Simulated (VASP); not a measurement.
Wanted: the native input for a VASP 6.6.1 run.

```
Task                   : single point
Functional             : PBEsol
Dispersion             : D3(BJ)
Potentials or basis    : VASP PAW PBE potentials, release 64 (Cd, H, O)
Cutoff                 : 520 eV
k mesh                 : 6 × 6 × 4
Occupations            : gaussian, width 0.01 eV
Spin                   : no spin polarisation
Dipole correction      : no
Further INCAR settings : ALGO = Normal; EDIFF = 1e-07; NBANDS = 21
```

The structure of CdH2O2 lies in POSCAR:

```
CdH2O2
1.0
    3.7345679719      0.0000000000      0.0000000000
   -1.8672839859      3.2342303487      0.0000000000
    0.0000000000      0.0000000000      4.3196492046
Cd H O
1 2 2
Direct
    0.3333333333      0.6666666667      0.9873000000
    0.0000000000      0.0000000000      0.0080770000
    0.6666666667      0.3333333333      0.4318850000
    0.0000000000      0.0000000000      0.7861940000
    0.6666666667      0.3333333333      0.2118940000
```

The input as run:

INCAR

```
ALGO     = Normal         # electronic algorithm
EDIFF    = 1E-7           # SCF threshold, eV
ENCUT    = 520            # plane-wave cutoff, eV
GGA      = PS             # functional
ISIF     = 2              # what is computed and relaxed
ISMEAR   = 0              # smearing method
IVDW     = 12             # dispersion correction
LASPH    = True           # aspherical terms in the spheres
LCHARG   = True           # write CHGCAR
LELF     = True           # ELF
LREAL    = False          # projectors in reciprocal space
LVHAR    = True         
LWAVE    = False          # write WAVECAR
NBANDS   = 21             # bands
NELM     = 100            # most SCF steps
PREC     = Accurate       # precision mode
SIGMA    = 0.01           # smearing width, eV
```

KPOINTS

```
k-points
0
Gamma
  6 6 4
```

Potentials or basis: VASP PAW PBE potentials, release 64 (Cd, H, O).

Run with:

```sh
$ cat potpaw_PBE.64/Cd/POTCAR potpaw_PBE.64/H/POTCAR potpaw_PBE.64/O/POTCAR > POTCAR
$ mpirun -np 1 vasp_std > vasp.out
```

Results of the run:

* Pressure: 2.7 GPa
* Largest force: 1.575 eV/Å
* Band gap on the k mesh: 1.32 eV, indirect (least direct gap 1.84 eV)
* Dispersion energy per atom: -0.095 eV

Caveat: the PAW data sets were made with another functional, which shifts forces and pressure a little.

Wall time 17 s on 1 thread of Intel(R) Xeon(R) Platinum 8375C CPU @ 2.90GHz (Ice Lake) (shared host), peak memory 0.19 GiB.
